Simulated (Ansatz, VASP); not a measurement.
**One calculation of O, two programs**

```
O
1.0
    13.00000    0.00000    0.00000
     0.00000   13.30000    0.00000
     0.00000    0.00000   13.60000
O
2
Direct
  0.45315 0.50000 0.50000
  0.54685 0.50000 0.50000
```

Alike in both runs: functional PBE; k mesh 1 × 1 × 1; occupations gaussian, width 0.01 eV; collinear spin.

Ansatz relaxed the structure, and its values are those at the end. VASP's run is a single point on that final structure, the one shown.

|  | VASP | Ansatz |
| --- | --- | --- |
| version | VASP 6.6.1 | Ansatz 0.2.0 |
| potentials or method | VASP PAW PBE potentials, release 64 (O_h), cutoff 1000 eV | scalar-relativistic, plane waves, PAW |
| valence electrons in the cell | 12 | 12 |

```tsv
	VASP	Ansatz	Ansatz less VASP
gap on the k mesh at the Fermi level (eV)	2.32	2.29	-0.029
rms of the force components (eV/Å)	0.032	0.000	-0.0317
net moment per atom (μB)	1.00	1.00	0.000
size of the moment on the site where the two differ most (μB)	0.62	0.56	-0.064
```

Site moments also hang on the region over which each program counts them. Ansatz's warnings: stress scf threshold loose.
